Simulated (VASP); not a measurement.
A run of VASP 6.6.1:

Contents of POSCAR:

```
Sn
1.0
   -2.9401404553      2.9401404553      1.5993019889
    2.9401404553     -2.9401404553      1.5993019889
    2.9401404553      2.9401404553     -1.5993019889
Sn
2
Direct
    0.0000000000      0.0000000000      0.0000000000
    0.7500000000      0.2500000000      0.5000000000
```

File INCAR.step1:

```
SYSTEM = Sn
ALGO = Normal
EDIFF = 1E-5
ENCUT = 520
GGA = PE
ISIF = 2
ISMEAR = -1
LASPH = .True.
LREAL = .False.
LWAVE = .True.
NBANDS = 21
NELM = 60
PREC = Accurate
SIGMA = 0.05
```

File INCAR.step2:

```
SYSTEM = Sn
ALGO = Normal
EDIFF = 1E-6
ENCUT = 520
GGA = PE
HFSCREEN = 0.2079
ISIF = 2
ISMEAR = -1
ISTART = 1
LASPH = .True.
LCHARG = .True.
LELF = .True.
LHFCALC = .True.
LREAL = .False.
LVHAR = .True.
LWAVE = .False.
NBANDS = 21
NELM = 60
PREC = Accurate
PRECFOCK = Normal
SIGMA = 0.05
```

File KPOINTS:

```
k-points
0
Gamma
  5 5 5
  0 0 0
```

Potentials or basis: VASP PAW PBE potentials, release 64 (Sn_d).

Command:

```bash
$ cat potpaw_PBE.64/Sn_d/POTCAR > POTCAR
$ cp INCAR.step1 INCAR
$ mpirun -np 1 vasp_std > vasp.out
$ cp INCAR.step2 INCAR
$ mpirun -np 1 vasp_std > vasp.out
```

Hardware: 1 thread of Intel(R) Xeon(R) Platinum 8259CL CPU @ 2.50GHz (Skylake/Cascade Lake) (shared host).

Question: Estimate the wall time of this run.

Answer: Run time: 120 min on 1 thread of Intel(R) Xeon(R) Platinum 8259CL CPU @ 2.50GHz (Skylake/Cascade Lake), with other jobs on the host, peak memory 0.33 GiB. Counts: k points 18.
